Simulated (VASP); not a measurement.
# TaN (P6/mmm) in VASP: further runs, part 2 of 2

VASP 6.6.1. The steps go on from the part before.

## Step 4: Electric field gradients, LDA (11.74 Å³/atom)

This run uses another cell than the first one, of 11.74 Å³/atom.

The input, INCAR:

```
SYSTEM = TaN
PREC = Accurate
ENCUT = 520
EDIFF = 1E-8
ISMEAR = -1
SIGMA = 0.03
LREAL = .FALSE.
LASPH = .TRUE.
NELM = 100
ALGO = Normal
ISIF = 2
LWAVE = .FALSE.
LCHARG = .FALSE.
GGA = CA
LEFG = .TRUE.
NBANDS = 33
```

The input, KPOINTS:

```
Automatic mesh
0
G
  5 5 8
  0 0 0
```

The input, POSCAR:

```
TaN
1.0
    5.2532307548      0.0000000000      0.0000000000
   -2.6266153774      4.5494312856      0.0000000000
    0.0000000000      0.0000000000      2.9462675463
Ta N
3 3
Direct
    0.0000000000      0.0000000000      0.0000000000
    0.3333333333      0.6666666667      0.5000000000
    0.6666666667      0.3333333333      0.5000000000
    0.5000000000      0.0000000000      0.0000000000
    0.5000000000      0.5000000000      0.0000000000
    0.0000000000      0.5000000000      0.0000000000
```

Potentials or basis: VASP PAW LDA potentials, release 64 (Ta_pv, N).

The run is started by

```
> cat potpaw_LDA.64/Ta_pv/POTCAR potpaw_LDA.64/N/POTCAR > POTCAR
> mpirun -np 1 vasp_std > vasp.out
```

OUTCAR:

```text
SYSTEM = TaN
   PREC = Accurate
   ENCUT = 520
   EDIFF = 1E-8
   ISMEAR = -1
   LREAL = .FALSE.
   LASPH = .TRUE.
   NELM = 100
   ISIF = 2
   GGA = CA

 ion  position               nearest neighbor table
   1  0.000  0.000  0.000-   4 2.63   4 2.63   6 2.63   6 2.63   5 2.63   5 2.63   3 3.37   3 3.37
                             2 3.37   2 3.37   2 3.37   3 3.37   2 3.37   3 3.37   2 3.37   3 3.37
   2  0.333  0.667  0.500-   6 2.11   6 2.11   4 2.11   4 2.11   5 2.11   5 2.11   3 3.03   3 3.03
                             3 3.03   1 3.37   1 3.37   1 3.37   1 3.37   1 3.37   1 3.37
   3  0.667  0.333  0.500-   6 2.11   6 2.11   4 2.11   4 2.11   5 2.11   5 2.11   2 3.03   2 3.03
                             2 3.03   1 3.37   1 3.37   1 3.37   1 3.37   1 3.37   1 3.37
   4  0.500  0.000  0.000-   2 2.11   3 2.11   2 2.11   3 2.11   1 2.63   1 2.63
   5  0.500  0.500  0.000-   2 2.11   3 2.11   2 2.11   3 2.11   1 2.63   1 2.63
   6  0.000  0.500  0.000-   2 2.11   3 2.11   2 2.11   3 2.11   1 2.63   1 2.63

  LATTYP: Found a hexagonal cell.
 ALAT       =     5.2532307548
 C/A-ratio  =     0.5608486822

  Lattice vectors:

 A1 = (   5.2532307548,   0.0000000000,   0.0000000000)
 A2 = (  -2.6266153774,   4.5494312856,   0.0000000000)
 A3 = (   0.0000000000,   0.0000000000,   2.9462675463)

Analysis of symmetry for initial positions (statically):
[... 1084 lines left out ...]
  ---------------------------------------------------
  free  energy   TOTEN  =       -71.1963456740 eV

  energy  without entropy=      -71.1920439966  energy(sigma->0) =      -71.19419484

 Electric field gradients (V/A^2)
---------------------------------------------------------------------
 ion       V_xx      V_yy      V_zz      V_xy      V_xz      V_yz
---------------------------------------------------------------------
   1     169.083   169.083  -338.166    -0.000     0.000    -0.000
   2     175.203   175.203  -350.406     0.000     0.000    -0.000
   3     175.203   175.203  -350.406     0.000     0.000    -0.000
   4      31.733   -27.817    -3.915     0.001     0.000     0.000
   5     -12.931    16.846    -3.916    25.787     0.000    -0.000
   6     -12.930    16.846    -3.915   -25.786    -0.000    -0.000
---------------------------------------------------------------------

 Electric field gradients after diagonalization (V/A^2)
 (convention: |V_zz| > |V_xx| > |V_yy|)
----------------------------------------------------------------------
 ion       V_xx      V_yy      V_zz     asymmetry (V_yy - V_xx)/ V_zz
----------------------------------------------------------------------
   1     169.083   169.083  -338.166       0.000
   2     175.203   175.202  -350.406       0.000
   3     175.203   175.202  -350.406       0.000
   4     -27.817    -3.915    31.733       0.753
   5     -27.819    -3.916    31.735       0.753
   6     -27.817    -3.915    31.733       0.753
----------------------------------------------------------------------

           NMR quadrupolar parameters

 Cq : quadrupolar parameter    Cq=e*Q*V_zz/h
 eta: asymmetry parameters     (V_yy - V_xx)/ V_zz
 Q  : nuclear electric quadrupole moment in mb (millibarn)
----------------------------------------------------------------------
 ion       Cq(MHz)       eta       Q (mb)
----------------------------------------------------------------------
   1      -0.818       0.000       1.000
   2      -0.847       0.000       1.000
   3      -0.847       0.000       1.000
   4       0.077       0.753       1.000
   5       0.077       0.753       1.000
   6       0.077       0.753       1.000
----------------------------------------------------------------------
```

OSZICAR:

```text
N       E                     dE             d eps       ncg     rms          rms(c)
DAV:   1     0.432244876349E+03    0.43224E+03   -0.25695E+04  1650   0.151E+03
DAV:   2    -0.527236521078E+02   -0.48497E+03   -0.46315E+03  1873   0.438E+02
DAV:   3    -0.814145954417E+02   -0.28691E+02   -0.28055E+02  2018   0.101E+02
DAV:   4    -0.820196494592E+02   -0.60505E+00   -0.59831E+00  2097   0.138E+01
DAV:   5    -0.820364521965E+02   -0.16803E-01   -0.16779E-01  2107   0.177E+00    0.427E+01
DAV:   6    -0.720146229255E+02    0.10022E+02   -0.52041E+01  1976   0.381E+01    0.184E+01
DAV:   7    -0.714413840522E+02    0.57324E+00   -0.45004E+00  2105   0.143E+01    0.106E+01
DAV:   8    -0.712478078938E+02    0.19358E+00   -0.76825E-01  2077   0.525E+00    0.396E+00
DAV:   9    -0.711980288383E+02    0.49779E-01   -0.11180E-01  2074   0.301E+00    0.465E-01
DAV:  10    -0.711966898562E+02    0.13390E-02   -0.15935E-02  2064   0.649E-01    0.192E-01
DAV:  11    -0.711963750444E+02    0.31481E-03   -0.20134E-03  2100   0.294E-01    0.581E-02
DAV:  12    -0.711963466596E+02    0.28385E-04   -0.20452E-04  2042   0.826E-02    0.223E-02
DAV:  13    -0.711963456673E+02    0.99221E-06   -0.11710E-05  2072   0.210E-02    0.379E-03
DAV:  14    -0.711963457747E+02   -0.10739E-06   -0.10166E-06  2114   0.570E-03    0.303E-03
DAV:  15    -0.711963456734E+02    0.10134E-06   -0.48456E-07  2121   0.419E-03    0.349E-04
DAV:  16    -0.711963456740E+02   -0.66120E-09   -0.19992E-08  1526   0.826E-04
   1 F= -.71196346E+02 E0= -.71194195E+02  d E =-.430168E-02
```

stdout:

```text
POSCAR found type information on POSCAR TaN
 POSCAR found :  2 types and       6 ions
 scaLAPACK will be used
 LDA part: xc-table for (Slater(with rela. corr.)+CA(PZ))
 , standard interpolation
 POSCAR, INCAR and KPOINTS ok, starting setup
 FFT: planning ... GRIDC
 FFT: planning ... GRID_SOFT
 FFT: planning ... GRID
 WAVECAR not read
 entering main loop
ion   1

ion   2

ion   3

ion   4

ion   5

ion   6
```

Wall time 30 s (1 thread of Intel Xeon Platinum 8559C (Emerald Rapids), shared host); peak memory 0.18 GiB.

Results:

* Free energy: -71.1963 eV
* Pressure: -14.7 GPa
* Band gap on the k mesh: zero (bands 24 and 25 overlap by 2.02 eV)
* Largest electric field gradient by atom: Ta -338.2, -350.4 (each value once); N +31.7 V/Å²

Stress tensor (GPa, compression positive):
```
-12.64   0.00   0.00
  0.00 -12.64   0.00
  0.00   0.00 -18.84
```

Electric field gradients, principal values (V/Å²):
```tsv
atom	least	middle	greatest (by size)
1 Ta	169.083	169.083	-338.166
2 Ta	175.202	175.203	-350.406
3 Ta	175.202	175.203	-350.406
4 N	-3.915	-27.817	31.733
5 N	-3.916	-27.819	31.735
6 N	-3.915	-27.817	31.733
```

Caveat: the cell stands under tension; without QUAD_EFG the Cq values of the log hold for a quadrupole moment of 1 mb, not for the nuclei; spin-orbit coupling is left out, which moves the levels of the heavy elements.

## Step 5: Summary

| cell | gap on the mesh (eV) | pressure (GPa) |
| --- | --- | --- |
| a = 5.202, b = 5.202, c = 2.918 Å, angles 90.0, 90.0, 120.0°, 6 atoms | none | -6.2 |
| a = 5.219, b = 5.219, c = 2.927 Å, angles 90.0, 90.0, 120.0°, 6 atoms | none | -9.2 |
| a = 5.253, b = 5.253, c = 2.946 Å, angles 90.0, 90.0, 120.0°, 6 atoms | none | -14.7 |

Alike in all rows: task electric field gradients; level LDA; potentials or basis VASP PAW LDA potentials, release 64 (Ta_pv, N); no spin polarisation; k mesh 5 × 5 × 8; cutoff (eV) 520; smearing fermi-dirac 0.03 eV.

Caveats: the cell stands under tension; spin-orbit coupling is left out, which moves the levels of the heavy elements.

Total energies depend on the potentials used, so only differences within one code and one set of settings carry meaning.
